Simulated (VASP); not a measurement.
A run of VASP 6.6.1 is set up as follows.

The input INCAR:

```
SYSTEM = CdH2O2
PREC = Accurate
ENCUT = 700
EDIFF = 1E-6
ISMEAR = 1
SIGMA = 0.2
LREAL = .FALSE.
LASPH = .TRUE.
NELM = 120
ALGO = Normal
ISIF = 2
LWAVE = .FALSE.
LCHARG = .FALSE.
GGA = PS
NBANDS = 25
GGA_COMPAT = .FALSE.
```

File KPOINTS:

```
Automatic mesh
0
G
  6 6 4
  0 0 0
```

File POSCAR:

```
CdH2O2
1.0
    3.5019706991      0.0000000000      0.0000000000
   -1.7509853495      3.0327955887      0.0000000000
    0.0000000000      0.0000000000      4.5691751517
Cd H O
1 2 2
Direct
    0.0000000000      0.0000000000      0.0000000000
    0.6666666667      0.3333333333      0.5468707629
    0.3333333333      0.6666666667      0.4531292371
    0.6666666667      0.3333333333      0.7582065004
    0.3333333333      0.6666666667      0.2417934996
```

Potentials or basis: VASP PAW PBE potentials, release 64 (Cd_sv_GW, H, O).

Launch:

```sh
$ cat potpaw_PBE.64/Cd_sv_GW/POTCAR potpaw_PBE.64/H/POTCAR potpaw_PBE.64/O/POTCAR > POTCAR
$ mpirun -np 1 vasp_std > vasp.out
```

(1) Predict the band gap on the k mesh.

(2) What does it give for the largest force?

(3) Predict the pressure.

Answers

(1) 1.64 eV (least direct gap 2.01 eV).

(2) 0.765 eV/Å.

(3) 1.2 GPa.

Caveat: the PAW data sets were made with another functional, which shifts forces and pressure a little.
